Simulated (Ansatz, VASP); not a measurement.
# Two plane-wave programs on CaO

```
Ca O
1.0
     0.00000    2.49345    2.35222
     2.49345    0.00000    2.35222
     2.49345    2.49345    0.00000
Ca O
1 1
Direct
  0.00000 0.00000 0.00000
  0.50000 0.50000 0.50000
```

Change from the starting cell: epitaxial_xy strain +4.0%.

Alike in both runs: task single point; functional r2SCAN; k mesh 10 × 10 × 10; no spin polarisation.

|  | VASP | Ansatz |
| --- | --- | --- |
| version | VASP 6.6.1 | Ansatz 0.2.0 |
| potentials or method | VASP PAW PBE potentials, release 64 (Ca_sv, O) | plane waves, PAW |
| plane-wave cutoff (eV) | 520 | 500 |
| occupations | gaussian, width 0.01 eV | fixed |
| valence electrons in the cell | 16 | 16 |

```tsv
	VASP	Ansatz	Ansatz less VASP
gap on the k mesh at the Fermi level (eV)	3.98	4.00	+0.014
pressure (GPa)	-4.5	-5.3	-0.83
traceless stress, the component that is largest in VASP (GPa)	5.78	5.34	-0.437
```

VASP's potentials were made for PBE, not for r2SCAN.
